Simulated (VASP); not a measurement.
**K: relaxation of cell and atoms with PBE**

The system is K.

```
K
1.0
    -2.10897    2.10897    2.10897
     2.10897   -2.10897    2.10897
     2.10897    2.10897   -2.10897
K
1
Cartesian
  0.0000 0.0000 0.0000
```

* Program: VASP 6.6.1
* Task: relaxation of cell and atoms
* Functional: PBE
* Potentials or basis: VASP PAW PBE potentials, release 64 (K_sv)
* Cutoff: 600 eV
* k mesh: 13 × 13 × 13
* Occupations: fermi-dirac, width 0.08 eV
* Spin: no spin polarisation
* Target pressure: 8.4 GPa
* Dipole correction: no
* Further INCAR settings: ALGO = Normal; EDIFF = 1e-06; IBRION = 2; EDIFFG = -0.005; NSW = 32; ISIF = 3

| Item | Value |
| --- | --- |
| Relaxed volume | 37.58 Å³/atom |
| Relaxed cell | a = 3.655 Å, b = 3.655 Å, c = 3.655 Å, α = 109.47°, β = 109.47°, γ = 109.47° |
| Space group after relaxing (to 0.1 Å) | Im-3m (No. 229) |
| Energy change on relaxing (the run minimises the enthalpy) | -3.2 meV/atom |
| Ionic steps | 4 |
| Pressure after relaxing | 8.4 GPa |
| Band gap on the k mesh | zero (an odd number of electrons rules out a gap without spin polarisation) |

The path:
```csv
step,energy change (eV),largest force (eV/Å),pressure (GPa),volume (Å³)
1,0.0000,0.0000,8.42,37.52
2,-0.0015,0.0000,8.44,37.55
3,-0.0059,0.0000,8.34,37.63
4,-0.0032,0.0000,8.39,37.58
```

Final structure:
```yaml
crystal:
  lattice:
    - [-2.11011, 2.11011, 2.11011]
    - [2.11011, -2.11011, 2.11011]
    - [2.11011, 2.11011, -2.11011]
  atoms:
    - { symbol: K, position: [0.00000, 0.00000, 0.00000] }
```

Levels at points of the mesh, in eV from the Fermi level:
```tsv
k point	band 3	band 4	band 5	band 6	band 7	band 8
(0.00, 0.00, 0.00)	-15.43	-15.43	-3.23	4.63	4.63	4.63
```

Wall time 26 s on 1 thread of Intel(R) Xeon(R) 6975P-C (Granite Rapids), with other jobs on the host, peak memory 0.18 GiB.

Caveat: the cell is relaxed towards a set pressure, so the run minimises the enthalpy, not the energy.
